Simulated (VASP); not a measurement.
# ZrB (Fm-3m) in VASP: notebook

ZrB is run at these levels: PBE; tasks: single point, relaxation of cell and atoms.

All numbers are computed with VASP 6.6.1; they aren't measurements. Logs are shortened: lines on timing, memory, paths and dates and some standing lists are left out, and cuts for length are marked.

## (1) The cell of the first run

It takes space group Fm-3m (No. 225, cubic). The conventional cell has a = 4.903 Å, b = 4.903 Å, c = 4.903 Å, α = 90.00°, β = 90.00°, γ = 90.00°. Within 3.2 Å of Zr (site symmetry m-3m) lie 6 B at 2.45 Å. Within 3.2 Å of B (site symmetry m-3m) lie 6 Zr at 2.45 Å.

## (2) Single point, PBE

The input, INCAR:

```
SYSTEM = ZrB
  PREC = Accurate
  ENCUT = 500
  EDIFF = 1E-6
  ISMEAR = 0
  SIGMA = 0.1
  LREAL = .False.
  LASPH = .True.
  NELM = 120
  ALGO = Normal
  ISIF = 2
  LWAVE = .False.
  LCHARG = .False.
  GGA = PE
  NBANDS = 14
  GGA_COMPAT = .False.
```

The input, KPOINTS:

```
regular mesh
0
Gamma
  8 8 8
  0 0 0
```

The input, POSCAR:

```
ZrB
1.0
    0.0000000000      2.4515843387      2.4515843387
    2.4515843387      0.0000000000      2.4515843387
    2.4515843387      2.4515843387      0.0000000000
Zr B
1 1
Direct
    0.0000000000      0.0000000000      0.0000000000
    0.5000000000      0.5000000000      0.5000000000
```

Potentials or basis: VASP PAW PBE potentials, release 64 (Zr_sv, B).

Command:

```
> cat potpaw_PBE.64/Zr_sv/POTCAR potpaw_PBE.64/B/POTCAR > POTCAR
> mpirun -np 1 vasp_std > vasp.out
```

OUTCAR:

```text
SYSTEM = ZrB
   PREC = Accurate
   ENCUT = 500
   EDIFF = 1E-6
   ISMEAR = 0
   LREAL = .False.
   LASPH = .True.
   NELM = 120
   ISIF = 2
   GGA = PE

 ion  position               nearest neighbor table
   1  0.000  0.000  0.000-   2 2.45   2 2.45   2 2.45   2 2.45   2 2.45   2 2.45
   2  0.500  0.500  0.500-   1 2.45   1 2.45   1 2.45   1 2.45   1 2.45   1 2.45

  LATTYP: Found a face centered cubic cell.
 ALAT       =     4.9031686774

  Lattice vectors:

 A1 = (   0.0000000000,   2.4515843387,   2.4515843387)
 A2 = (   2.4515843387,   0.0000000000,   2.4515843387)
 A3 = (   2.4515843387,   2.4515843387,   0.0000000000)

Analysis of symmetry for initial positions (statically):
=====================================================================
 Subroutine PRICEL returns:
 Original cell was already a primitive cell.

 Routine SETGRP: Setting up the symmetry group for a
 face centered cubic supercell.

 Subroutine GETGRP returns: Found 48 space group operations
 (whereof 48 operations were pure point group operations)
 out of a pool of 48 trial point group operations.

The static configuration has the point symmetry O_h .

Analysis of symmetry for dynamics (positions and initial velocities):
=====================================================================
 Subroutine PRICEL returns:
 Original cell was already a primitive cell.

 Routine SETGRP: Setting up the symmetry group for a
 face centered cubic supercell.

 Subroutine GETGRP returns: Found 48 space group operations
 (whereof 48 operations were pure point group operations)
 out of a pool of 48 trial point group operations.

The dynamic configuration has the point symmetry O_h .

 Subroutine INISYM returns: Found 48 space group operations
 (whereof 48 operations are pure point group operations),
 and found     1 'primitive' translations

----------------------------------------------------------------------------------------

                                     Primitive cell

  volume of cell :      29.4693

  direct lattice vectors                    reciprocal lattice vectors
     0.000000000  2.451584339  2.451584339    -0.203949745  0.203949745  0.203949745
     2.451584339  0.000000000  2.451584339     0.203949745 -0.203949745  0.203949745
     2.451584339  2.451584339  0.000000000     0.203949745  0.203949745 -0.203949745

  length of vectors
     3.467063821  3.467063821  3.467063821     0.353251320  0.353251320  0.353251320

  position of ions in fractional coordinates (direct lattice)
     0.000000000  0.000000000  0.000000000
     0.500000000  0.500000000  0.500000000

  ion indices of the primitive-cell ions
   primitive index   ion index
                 1           1
                 2           2

----------------------------------------------------------------------------------------

 KPOINTS: regular mesh

Automatic generation of k-mesh.
 Grid dimensions read from file:
 generate k-points for:    8    8    8

 Generating k-lattice:

  Cartesian coordinates                     Fractional coordinates (reciprocal lattice)
    -0.025493718  0.025493718  0.025493718     0.125000000  0.000000000  0.000000000
     0.025493718 -0.025493718  0.025493718     0.000000000  0.125000000  0.000000000
     0.025493718  0.025493718 -0.025493718     0.000000000  0.000000000  0.125000000

  Length of vectors
     0.044156415  0.044156415  0.044156415

  Shift w.r.t. Gamma in fractional coordinates (k-lattice)
     0.000000000  0.000000000  0.000000000

 Subroutine IBZKPT returns following result:
 ===========================================

 Found     29 irreducible k-points:

 Following reciprocal coordinates:
            Coordinates               Weight
  0.000000  0.000000  0.000000      1.000000
  0.125000  0.000000  0.000000      8.000000
  0.250000  0.000000  0.000000      8.000000
  0.375000  0.000000  0.000000      8.000000
  0.500000  0.000000  0.000000      4.000000
  0.125000  0.125000  0.000000      6.000000
[... 16 lines left out ...]
  0.500000  0.250000  0.125000     48.000000
 -0.375000  0.250000  0.125000     24.000000
 [... further k-points ...]
   k-points           NKPTS =     29   k-points in BZ     NKDIM =     29   number of bands    NBANDS=     14
   number of dos      NEDOS =    301   number of ions     NIONS =      2
   total plane-waves  NPLWV =  21952
   dimension x,y,z NGX =    28 NGY =   28 NGZ =   28
   dimension x,y,z NGXF=    56 NGYF=   56 NGZF=   56
   ions per type =               1   1
   NGX,Y,Z   is equivalent  to a cutoff of  13.43, 13.43, 13.43 a.u.
   NGXF,Y,Z  is equivalent  to a cutoff of  26.85, 26.85, 26.85 a.u.
 SYSTEM =  ZrB
   PREC   = accura    normal or accurate (medium, high low for compatibility)
   ISTART =      0    job   : 0-new  1-cont  2-samecut
   ICHARG =      2    charge: 1-file 2-atom 10-const
   ISPIN  =      1    spin polarized calculation?
   LNONCOLLINEAR =      F non collinear calculations
   LSORBIT =      F    spin-orbit coupling
   LASPH  =      T    aspherical Exc in radial PAW
   ENCUT  =  500.0 eV  36.75 Ry    6.06 a.u.   6.32  6.32  6.32*2*pi/ulx,y,z
   NELM   =    120;   NELMIN=  2; NELMDL= -5     # of ELM steps
   EDIFF  = 0.1E-05   stopping-criterion for ELM
   LREAL  =      F    real-space projection
   EDIFFG = 0.1E-04   stopping-criterion for IOM
   NSW    =      0    number of steps for IOM
   IBRION =     -1    ionic relax: 0-MD 1-quasi-New 2-CG
   NFREE  =      0    steps in history (QN), initial steepest desc. (CG)
   ISIF   =      2    stress and relaxation
   ISYM   =      2    0-nonsym 1-usesym 2-fastsym
   POTIM  = 0.5000    time-step for ionic-motion
   TEBEG  =    0.0;   TEEND  =   0.0 temperature during run
   PSTRESS=    0.0 pullay stress
   NELECT =      15.0000    total number of electrons
   NUPDOWN=      -1.0000    fix difference up-down
   EMIN   =  10.00;   EMAX   =-10.00  energy-range for DOS
   EFERMI =   0.00;   METHOD = LEGACY
   ISMEAR =     0;   SIGMA  =   0.10  broadening in eV -4-tet -1-fermi 0-gaus
   EFERMI_NEDOS =   21; number of points for ismear=-14 and -15
   IALGO  =     38    algorithm
   IMIX   =      4    mixing-type and parameters
     AMIX     =   0.40;   BMIX     =  1.00
     AMIX_MAG =   1.60;   BMIX_MAG =  1.00
  volume/ion in A,a.u.               =      14.73        99.43
  Fermi-wavevector in a.u.,A,eV,Ry     =   1.307119  2.470096 23.246366  1.708560
  Thomas-Fermi vector in A             =   2.437875
   LORBIT       =      0    0 simple, 1 ext, 2 COOP (PROOUT), +10 PAW based schemes
   GGA     = PE    functional components
   LHFCALC =     F    Hartree Fock is set to
   AEXX    =    0.0000 exact exchange contribution
   IVDW    =     0    specifies the selected vdW correction
   LEPSILON=     F    determine dielectric tensor
   LRPA    =     F    only Hartree local field effects (RPA)
 non-spin polarized calculation
 Gauss-broadening in eV      SIGMA  =   0.10
  energy-cutoff  :      500.00
  volume of cell :       29.47
 maximum number of plane-waves:       757
 NGX is ok and might be reduce to    28
   NGX = 13   NGY = 13   NGZ = 13

 number of electron      15.0000000 magnetization

 Free energy of the ion-electron system (eV)
  ---------------------------------------------------
  ext. energy  EPLUGINS =         0.00000000
  ---------------------------------------------------
  free energy    TOTEN  =       -16.00125173 eV

  energy without entropy =      -15.99427305  energy(sigma->0) =      -15.99776239

 E-fermi :   7.4841     XC(G=0): -11.4766

 val. band max:        7.4272474789   @ k =   0.5000   0.2500   0.0000
 cond. band min:       7.5245628310   @ k =   0.3750   0.2500   0.1250
 fundamental gap:      0.0973153521
 Fermi energy:         7.4841375922

 k-point     1 :       0.0000    0.0000    0.0000
  band No.  band energies     occupation
      1     -40.0256      2.00000
      2     -17.8511      2.00000
      3     -17.8511      2.00000
      4     -17.8511      2.00000
      5      -0.5800      2.00000
      6       9.2018      0.00000
      7       9.2018      0.00000
      8       9.2018      0.00000
      9      10.5967      0.00000
     10      10.5967      0.00000
     11      10.8899      0.00000
     12      10.8899      0.00000
     13      10.8899      0.00000
     14      18.1460      0.00000

 k-point     2 :       0.1250    0.0000    0.0000
  band No.  band energies     occupation
      1     -40.0172      2.00000
      2     -17.9337      2.00000
      3     -17.8595      2.00000
      4     -17.8595      2.00000
      5      -0.2370      2.00000
      6       8.2303      0.00000
      7       8.6738      0.00000
      8       8.6738      0.00000
      9       9.7847      0.00000
     10       9.7847      0.00000
     11      11.2645      0.00000
     12      12.9168      0.00000
     13      12.9168      0.00000
     14      18.8621      0.00000

 k-point     3 :       0.2500    0.0000    0.0000
  band No.  band energies     occupation
      1     -39.9968      2.00000
      2     -18.1278      2.00000
      3     -17.8797      2.00000
      4     -17.8797      2.00000
      5       0.6991      2.00000
      6       6.6001      2.00000
      7       7.4022      1.75358
      8       7.4022      1.75358
      9      10.5577      0.00000
     10      10.5577      0.00000
     11      11.7341      0.00000
     12      15.3244      0.00000
     13      15.3244      0.00000
     14      18.7636      0.00000
[... 324 lines left out ...]
 k-point    23 :       0.5000    0.2500    0.1250
  band No.  band energies     occupation
      1     -39.9649      2.00000
      2     -18.2687      2.00000
      3     -18.0367      2.00000
      4     -17.9387      2.00000
      5       2.1485      2.00000
      6       5.0485      2.00000
      7       6.5559      2.00000
      8       6.9898      2.00000
      9      10.7235      0.00000
     10      12.5299      0.00000
     11      13.2378      0.00000
     12      14.9279      0.00000
     13      17.1675      0.00000
     14      19.0341      0.00000

 k-point    24 :      -0.3750    0.2500    0.1250
  band No.  band energies     occupation
      1     -39.9580      2.00000
      2     -18.3126      2.00000
      3     -18.0514      2.00000
      4     -17.9553      2.00000
      5       2.6242      2.00000
      6       4.6314      2.00000
      7       6.4471      2.00000
      8       6.8009      2.00000
      9      11.7617      0.00000
     10      11.8415      0.00000
     11      13.1849      0.00000
     12      16.4999      0.00000
     13      16.6081      0.00000
     14      18.0653      0.00000

 [... further k-points ...]

------------------------ aborting loop because EDIFF is reached ----------------------------------------

  FORCE on cell =-STRESS in cart. coord.  units (eV):
  Direction    XX          YY          ZZ          XY          YZ          ZX
  --------------------------------------------------------------------------------------
  -------------------------------------------------------------------------------------
  Total        0.0535110      0.0535110      0.0535110      0.0000000     -0.0000000     -0.0000000
  in kB        2.9092620      2.9092620      2.9092620      0.0000000     -0.0000000     -0.0000000
  external PRESSURE =       2.9092620 kB  Pullay stress =       0.0000000 kB

 VOLUME and BASIS-vectors are now :
 -----------------------------------------------------------------------------
  energy-cutoff  :      500.00
  volume of cell :       29.47
      direct lattice vectors                 reciprocal lattice vectors
     0.000000000  2.451584339  2.451584339    -0.203949745  0.203949745  0.203949745
     2.451584339  0.000000000  2.451584339     0.203949745 -0.203949745  0.203949745
     2.451584339  2.451584339  0.000000000     0.203949745  0.203949745 -0.203949745

 POSITION                                       TOTAL-FORCE (eV/Angst)
 -----------------------------------------------------------------------------------
      0.00000      0.00000      0.00000        -0.000000      0.000000     -0.000000
      2.45158      2.45158      2.45158         0.000000     -0.000000      0.000000
 -----------------------------------------------------------------------------------
    total drift:                               -0.000000      0.000000      0.000000

  FREE ENERGIE OF THE ION-ELECTRON SYSTEM (eV)
  ---------------------------------------------------
  free  energy   TOTEN  =       -16.0012517288 eV

  energy  without entropy=      -15.9942730512  energy(sigma->0) =      -15.99776239
```

Run time: 9.2 s. Hardware: 1 thread of AMD EPYC 9R45 (Zen 5), shared host; peak memory 0.13 GiB.

Results:

- Free energy: -16.0013 eV
- Pressure: 0.3 GPa
- Band gap on the k mesh: zero (an odd number of electrons rules out a gap without spin polarisation)

[end of part 1 of 2]
